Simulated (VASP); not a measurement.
Runs of VASP 6.6.1 on AlN. The structure is that of space group P6_3mc (No. 186), or close to it. The cells are those of the table. 

| task | cell | cutoff (eV) | gap on the mesh (eV) | pressure (GPa) |
| --- | --- | --- | --- | --- |
| single point | a = 3.110, b = 3.110, c = 4.980 Å, angles 90.0, 90.0, 120.0°, 4 atoms | 600 | 4.21 | 3.8 |
| relaxation of the atoms | atoms relaxed from a = 3.110, b = 3.110, c = 4.831 Å, angles 90.0, 90.0, 120.0°, 4 atoms | 520 | 4.30 | 10.1 |
| relaxation of the atoms | atoms relaxed from a = 3.171, b = 3.171, c = 5.078 Å, angles 90.0, 90.0, 120.0°, 4 atoms | 520 | 3.72 | -7.1 |
| relaxation of the atoms | atoms relaxed from a = 3.110, b = 3.110, c = 4.880 Å, angles 90.0, 90.0, 120.0°, 4 atoms | 520 | (a) | 8.0 |
| relaxation of the atoms | atoms relaxed from a = 3.089, b = 3.089, c = 4.947 Å, angles 90.0, 90.0, 120.0°, 4 atoms | 520 | (b) | 8.3 |

Alike in all rows: level PBE; potentials or basis VASP PAW PBE potentials, release 64 (Al, N); no spin polarisation; k mesh 11 × 11 × 6; smearing fermi-dirac 0.02 eV.

Fill in the values left out.

(a) 4.27; (b) 4.39.

Caveats: an odd mesh through Γ misses points on the zone boundary, where band edges can lie (at least some runs); the cell stands under pressure (at least some runs); the relaxation stopped at its first step, so nothing moved (at least some runs).
